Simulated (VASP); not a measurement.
Ti, 1 atom in the cell. Symmetry: Fm-3m, No. 225, cubic system. Conventional cell: a = 4.326 Å, b = 4.326 Å, c = 4.326 Å, α = 90.00°, β = 90.00°, γ = 90.00°. Ti (site symmetry m-3m) has 12 Ti at 3.06 Å within 4.0 Å. 

* Program: VASP 6.6.1
* Task: single point
* Functional: PBE
* Potentials or basis: VASP PAW PBE potentials, release 64 (Ti_sv)
* Cutoff: 500 eV
* k mesh: 8 × 8 × 8
* Occupations: fermi-dirac, width 0.1 eV
* Spin: collinear spin, zero start
* Starting moments: [0.0] μB
* Dipole correction: no
* Further INCAR settings: ALGO = Normal; EDIFF = 1e-06; NBANDS = 16

Potentials or basis: VASP PAW PBE potentials, release 64 (Ti_sv).

Launch:

```console
$ cat potpaw_PBE.64/Ti_sv/POTCAR > POTCAR
$ mpirun -np 1 vasp_std > vasp.out
```

Hardware: 1 thread of Intel(R) Xeon(R) 6975P-C (Granite Rapids), on a shared host.

Task: Estimate the wall time of this run.

Result: Wall time 18 s on 1 thread of Intel(R) Xeon(R) 6975P-C (Granite Rapids), on a shared host, peak memory 0.14 GiB. Counts: scf iterations 13, k points 29.
